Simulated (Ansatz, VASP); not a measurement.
**GaN: VASP beside Ansatz**

The input INCAR:

```
SYSTEM = GaN
  PREC = Accurate
  ENCUT = 520
  EDIFF = 1E-6
  ISMEAR = -1
  SIGMA = 0.05
  LREAL = .FALSE.
  LASPH = .TRUE.
  NELM = 100
  ALGO = Normal
  ISIF = 2
  LWAVE = .FALSE.
  LCHARG = .FALSE.
  GGA = RP
  NBANDS = 16
```

KPOINTS

```
Automatic mesh
0
G
  10 10 10
  0 0 0
```

The input POSCAR:

```
GaN
1.0
    0.0000000000      2.2535006075      2.2535006075
    2.2535006075      0.0000000000      2.2535006075
    2.2535006075      2.2535006075      0.0000000000
Ga N
1 1
Direct
    0.0000000000      0.0000000000      0.0000000000
    0.2500000000      0.2500000000      0.2500000000
```

The input input.yaml:

```yaml
crystal:
  lattice:
    - [0.0, 2.2535006075, 2.2535006075]
    - [2.2535006075, 0.0, 2.2535006075]
    - [2.2535006075, 2.2535006075, 0.0]
  atoms:
    - { symbol: Ga, position: [0.0, 0.0, 0.0] }
    - { symbol: "N", position: [0.25, 0.25, 0.25] }
kpoints:
  mp_grid: { grid: [10, 10, 10] }
  band_path:
    path:
      - [0.0, 0.0, 0.0]
      - [0.5, 0.0, 0.5]
      - [0.5, 0.25, 0.75]
      - [0.375, 0.375, 0.75]
      - [0.0, 0.0, 0.0]
      - [0.5, 0.5, 0.5]
      - [0.625, 0.25, 0.625]
      - [0.5, 0.25, 0.75]
    npoints: 6
scf:
  occupations: { method: fermi_dirac, width: 0.05 }
hamiltonian:
  xc: rpbe
  pseudopotentials: { kind: all_electron, lapw: { basis_error: 0.001 } }
output:
  forces: true
  stress: true
  eigenvalues: true
```

Alike in both runs: functional RPBE; k mesh 10 × 10 × 10; occupations fermi-dirac, width 0.05 eV; no spin polarisation.

```csv
,VASP,Ansatz
version,VASP 6.6.1,Ansatz 0.2.0
potentials or method,"VASP PAW PBE potentials, release 64 (Ga_d, N), cutoff 520 eV","all-electron LAPW, scalar-relativistic"
task,single point,band structure
```

|  | VASP | Ansatz | Ansatz less VASP |
| --- | --- | --- | --- |
| gap on the k mesh at the Fermi level (eV) | 1.78 | 1.78 | +0.002 |
| least direct gap on the mesh (eV) | 1.78 | 1.78 | +0.002 |
| pressure (GPa) | 9.0 | 9.0 | +0.01 |

VASP's potentials were made for PBE, not for RPBE. Ansatz ran all-electron here, and VASP with PAW potentials.
